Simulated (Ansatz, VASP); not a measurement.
**In: VASP beside Ansatz**

File INCAR:

```
AGGAC = 1.0
AGGAX = 1.0
ALDAC = 0.0
ALDAX = 1.0
ALGO = Normal
EDIFF = 1E-6
ENCUT = 520
GGA = B5
ISIF = 2
ISMEAR = -1
LASPH = T
LCHARG = T
LELF = T
LREAL = F
LVHAR = T
LWAVE = F
NBANDS = 26
NELM = 80
PREC = Accurate
SIGMA = 0.1
```

File KPOINTS:

```
k-points
0
Gamma
  8 8 10
```

Contents of POSCAR:

```
In
1.0
    5.8014526506      0.0000000000      0.0000000000
   -2.9007263253      5.0242053743      0.0000000000
    0.0000000000      0.0000000000      3.6297240155
In
3
Direct
    0.0000000000      0.0000000000      0.0000000000
    0.3333333333      0.6666666667      0.5000000000
    0.6666666667      0.3333333333      0.5000000000
```

Input for Ansatz:

```yaml
crystal:
  lattice:
    - [5.8014526506, 0.0, 0.0]
    - [-2.9007263253, 5.0242053743, 0.0]
    - [0.0, 0.0, 3.6297240155]
  atoms:
    - { symbol: In, position: [0.0, 0.0, 0.0] }
    - { symbol: In, position: [0.3333333333, 0.6666666667, 0.5] }
    - { symbol: In, position: [0.6666666667, 0.3333333333, 0.5] }
hamiltonian:
  xc: blyp
  pseudopotentials:
    kind: paw
    azcp:
      In: "pseudopotentials/In.paw.azcp"
basis:
  ecutwfc: 420
  fft_grid_basis: typed
kpoints:
  mp_grid: { grid: [8, 8, 10], shift: [0, 0, 0] }
magnetization:
  spin_polarized: false
scf:
  occupations: { method: fermi_dirac, width: 0.1 }
  lower_state_search: "off"
output:
  stress: true
```

Alike in both runs: task single point; functional BLYP; k mesh 8 × 8 × 10; occupations fermi-dirac, width 0.1 eV; no spin polarisation.

|  | VASP | Ansatz |
| --- | --- | --- |
| version | VASP 6.6.1 | Ansatz 0.2.0 |
| potentials or method | VASP PAW PBE potentials, release 64 (In_d), cutoff 520 eV | plane waves (420 eV) with PAW, scalar-relativistic |
| valence electrons in the cell | 39 | 39 |

|  | VASP | Ansatz | Ansatz less VASP |
| --- | --- | --- | --- |
| pressure (GPa) | -1.7 | -1.7 | +0.04 |
| traceless stress, the component that is largest in VASP (GPa) | -0.07 | -0.07 | -0.006 |

VASP's potentials were made for PBE, not for BLYP.
